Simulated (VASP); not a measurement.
# BP (F-43m) in VASP: further runs, part 2 of 2

VASP 6.6.1. The steps go on from the part before.

### Step 5. Single point, BLYP+D4

This run uses another cell than the first one, of 11.40 Å³/atom, 0.976 times its volume.

The input, INCAR:

```
SYSTEM = BP
PREC = Accurate
ENCUT = 520
EDIFF = 1E-7
ISMEAR = -1
SIGMA = 0.05
LREAL = .False.
LASPH = .True.
NELM = 100
ALGO = Normal
ISIF = 2
LWAVE = .False.
LCHARG = .True.
GGA = B5
ALDAX = 1.0
AGGAX = 1.0
AGGAC = 1.0
ALDAC = 0.0
IVDW = 13
VDW_S6 = 1.0
VDW_S8 = 2.34076671
VDW_A1 = 0.44488865
VDW_A2 = 4.0933009
LELF = .True.
LVHAR = .True.
NBANDS = 11
```

The input, KPOINTS:

```
Automatic mesh
0
Gamma
  10 10 10
  0 0 0
```

The input, POSCAR:

```
BP
1.0
    0.0000000000      2.2508066034      2.2508066034
    2.2508066034      0.0000000000      2.2508066034
    2.2508066034      2.2508066034      0.0000000000
P B
1 1
Direct
    0.7500000000      0.7500000000      0.7500000000
    0.0000000000      0.0000000000      0.0000000000
```

Potentials or basis: VASP PAW PBE potentials, release 64 (P, B).

Started as:

```bash
$ cat potpaw_PBE.64/P/POTCAR potpaw_PBE.64/B/POTCAR > POTCAR
$ mpirun -np 1 vasp_std > vasp.out
```

OUTCAR:

```text
SYSTEM = BP
   PREC = Accurate
   ENCUT = 520
   EDIFF = 1E-7
   ISMEAR = -1
   LREAL = .False.
   LASPH = .True.
   NELM = 100
   ISIF = 2
   GGA = B5
   IVDW = 13

 ion  position               nearest neighbor table
   1  0.750  0.750  0.750-   2 1.95   2 1.95   2 1.95   2 1.95
   2  0.000  0.000  0.000-   1 1.95   1 1.95   1 1.95   1 1.95

  LATTYP: Found a face centered cubic cell.
 ALAT       =     4.5016132068

  Lattice vectors:

 A1 = (   0.0000000000,   2.2508066034,   2.2508066034)
 A2 = (   2.2508066034,   0.0000000000,   2.2508066034)
 A3 = (   2.2508066034,   2.2508066034,   0.0000000000)

Analysis of symmetry for initial positions (statically):
=====================================================================
 Subroutine PRICEL returns:
 Original cell was already a primitive cell.

 Routine SETGRP: Setting up the symmetry group for a
 face centered cubic supercell.

 Subroutine GETGRP returns: Found 24 space group operations
 (whereof 24 operations were pure point group operations)
 out of a pool of 48 trial point group operations.

The static configuration has the point symmetry T_d .

Analysis of symmetry for dynamics (positions and initial velocities):
=====================================================================
 Subroutine PRICEL returns:
 Original cell was already a primitive cell.

 Routine SETGRP: Setting up the symmetry group for a
 face centered cubic supercell.

 Subroutine GETGRP returns: Found 24 space group operations
 (whereof 24 operations were pure point group operations)
 out of a pool of 48 trial point group operations.

The dynamic configuration has the point symmetry T_d .

 Subroutine INISYM returns: Found 24 space group operations
 (whereof 24 operations are pure point group operations),
 and found     1 'primitive' translations

----------------------------------------------------------------------------------------

                                     Primitive cell

  volume of cell :      22.8058

  direct lattice vectors                    reciprocal lattice vectors
     0.000000000  2.250806603  2.250806603    -0.222142586  0.222142586  0.222142586
     2.250806603  0.000000000  2.250806603     0.222142586 -0.222142586  0.222142586
[... 117 lines left out ...]
  energy-cutoff  :      520.00
  volume of cell :       22.81
 maximum number of plane-waves:       636
   NGX = 11   NGY = 11   NGZ = 11

 number of electron       8.0000001 magnetization

 Free energy of the ion-electron system (eV)
  ---------------------------------------------------
  ext. energy  EPLUGINS =         0.00000000
  ---------------------------------------------------
  free energy    TOTEN  =       -11.53615472 eV

  energy without entropy =      -11.53615471  energy(sigma->0) =      -11.53615472

 E-fermi :   8.8054     XC(G=0): -10.3217

 val. band max:        8.0692208251   @ k =   0.0000   0.0000   0.0000
 cond. band min:       9.5795934969   @ k =   0.4000   0.4000   0.0000
 fundamental gap:      1.5103726718
 Fermi energy:         8.8053619282

 k-point     1 :       0.0000    0.0000    0.0000
  band No.  band energies     occupation
      1      -7.4311      2.00000
      2       8.0692      2.00000
      3       8.0692      2.00000
      4       8.0692      2.00000
      5      11.6908      0.00000
      6      11.6908      0.00000
      7      11.6908      0.00000
      8      15.9101      0.00000
      9      20.1677      0.00000
     10      20.5335      0.00000
     11      20.5335      0.00000
[... 309 lines left out ...]
 k-point    24 :       0.4000    0.3000    0.0000
  band No.  band energies     occupation
      1      -4.4641      2.00000
      2       1.9454      2.00000
      3       4.0587      2.00000
      4       4.5763      2.00000
      5      10.1432      0.00000
      6      12.0053      0.00000
      7      17.8161      0.00000
      8      17.8194      0.00000
      9      22.4132      0.00000
     10      23.7031      0.00000
     11      25.6510      0.00000

 [... further k-points ...]

------------------------ aborting loop because EDIFF is reached ----------------------------------------

  DFT-D4 for vdW energy calculation

  Edisp (eV):   -1.41609

  FORCE on cell =-STRESS in cart. coord.  units (eV):
  Direction    XX          YY          ZZ          XY          YZ          ZX
  --------------------------------------------------------------------------------------
  -------------------------------------------------------------------------------------
  Total      -0.03011    -0.03011    -0.03011     0.00000     0.00000    -0.00000
  in kB      -2.11563    -2.11563    -2.11563     0.00000     0.00000    -0.00000
  external pressure =       -2.12 kB  Pullay stress =        0.00 kB

 VOLUME and BASIS-vectors are now :
 -----------------------------------------------------------------------------
  energy-cutoff  :      520.00
  volume of cell :       22.81
      direct lattice vectors                 reciprocal lattice vectors
     0.000000000  2.250806603  2.250806603    -0.222142586  0.222142586  0.222142586
     2.250806603  0.000000000  2.250806603     0.222142586 -0.222142586  0.222142586
     2.250806603  2.250806603  0.000000000     0.222142586  0.222142586 -0.222142586

 POSITION                                       TOTAL-FORCE (eV/Angst)
 -----------------------------------------------------------------------------------
      3.37621      3.37621      3.37621        -0.000000     -0.000000     -0.000000
      0.00000      0.00000      0.00000         0.000000      0.000000      0.000000
 -----------------------------------------------------------------------------------
    total drift:                                0.000000      0.000000     -0.000000

  FREE ENERGIE OF THE ION-ELECTRON SYSTEM (eV)
  ---------------------------------------------------
  free  energy   TOTEN  =       -12.9522418551 eV

  energy  without entropy=      -12.9522418511  energy(sigma->0) =      -12.95224185
```

stdout:

```text
POSCAR found type information on POSCAR P B
 POSCAR found :  2 types and       2 ions
 scaLAPACK will be used
 -----------------------------------------------------------------------------
|                                                                             |
|                                                                             |
|     You enforced a specific xc type in the INCAR file but a different       |
|     I HOPE YOU KNOW WHAT YOU ARE DOING!                                     |
|                                                                             |
 -----------------------------------------------------------------------------

 LDA part: xc-table for (Slater(with rela. corr.)+VWN5), standard interpolation
 POSCAR, INCAR and KPOINTS ok, starting setup
 FFT: planning ... GRIDC
 FFT: planning ... GRID_SOFT
 FFT: planning ... GRID
 WAVECAR not read
 entering main loop
```

Wall time 13 s (1 thread of AMD EPYC 9R45 (Zen 5), shared host); peak memory 0.11 GiB.

What came out:

| Property | Result |
| --- | --- |
| Free energy | -12.9522 eV |
| Pressure | -0.2 GPa |
| Band gap on the k mesh | 1.51 eV, indirect (least direct gap 3.62 eV) |
| Dispersion energy per atom | -0.708 eV |

Caveat: the PAW data sets were made with another functional, which shifts forces and pressure a little.

### Step 6. Single point, PBE

The input, INCAR:

```
SYSTEM = BP
ALGO = Normal
EDIFF = 1E-6
ENCUT = 520
GGA = PE
ISIF = 2
ISMEAR = 0
LASPH = .TRUE.
LCHARG = .FALSE.
LREAL = .FALSE.
LWAVE = .FALSE.
NBANDS = 11
NELM = 80
PREC = Accurate
SIGMA = 0.028999999999999998
```

The input, KPOINTS:

```
k-points
0
G
  10 10 10
  0 0 0
```

The input, POSCAR:

```
BP
1.0
    0.0000000000      2.2690000000      2.2690000000
    2.2690000000      0.0000000000      2.2690000000
    2.2690000000      2.2690000000      0.0000000000
P B
1 1
Direct
    0.7500000000      0.7500000000      0.7500000000
    0.0000000000      0.0000000000      0.0000000000
```

Potentials or basis: VASP PAW PBE potentials, release 64 (P, B).

Started as:

```bash
$ cat potpaw_PBE.64/P/POTCAR potpaw_PBE.64/B/POTCAR > POTCAR
$ mpirun -np 1 vasp_std > vasp.out
```

It took 6.2 s on 1 thread of AMD EPYC 9R45 (Zen 5), shared host; peak memory 0.1 GiB.

It converged, with:

```yaml
Free_energy: -12.9305 eV
Pressure: 0.9 GPa
Band_gap_on_the_k_mesh: 1.24 eV, indirect (least direct gap 3.40 eV)
```

Levels at points of the mesh, in eV from the valence-band top:
```tsv
k point	band 1	band 2	band 3	band 4	band 5	band 6	band 7	band 8
(0.00, 0.00, 0.00)	-15.46	0.00	0.00	0.00	3.40	3.40	3.40	7.37
(0.50, 0.00, 0.00)	-12.14	-9.03	-1.76	-1.76	3.78	4.71	4.71	10.13
(0.50, 0.50, 0.00)	-10.61	-8.58	-4.11	-4.11	1.33	1.66	12.12	12.12
```

A k mesh can miss the band edges. Expect the measured gap to be larger: semilocal functionals such as PBE lack the derivative discontinuity.

### Step 7. The runs side by side

```tsv
level	cell	k mesh	smearing	gap on the mesh (eV)	pressure (GPa)
PBE	a = 3.209 Å, angles 60.0°, 2 atoms	6 × 6 × 6	fermi-dirac 0.03 eV	1.33	1.0
PBE	a = 3.209 Å, angles 60.0°, 2 atoms	10 × 10 × 10	gaussian 0.01 eV	1.24	0.9
BLYP+D3(BJ)	a = 3.186 Å, angles 60.0°, 2 atoms	10 × 10 × 10	fermi-dirac 0.05 eV	1.51	-0.2
BLYP+D4	a = 3.183 Å, angles 60.0°, 2 atoms	10 × 10 × 10	fermi-dirac 0.05 eV	1.51	-0.2
PBE	a = 3.209 Å, angles 60.0°, 2 atoms	10 × 10 × 10	gaussian 0.029 eV	1.24	0.9
```

Alike in all rows: task single point; potentials or basis VASP PAW PBE potentials, release 64 (P, B); no spin polarisation; cutoff (eV) 520.

On the cell as given the gap runs from 1.24 eV (PBE) to 1.33 eV (PBE); the meshes differ, which moves gaps too.

Caveats: the PAW data sets were made with another functional, which shifts forces and pressure a little (some runs).

Total energies depend on the potentials used, so only differences within one code and one set of settings carry meaning.
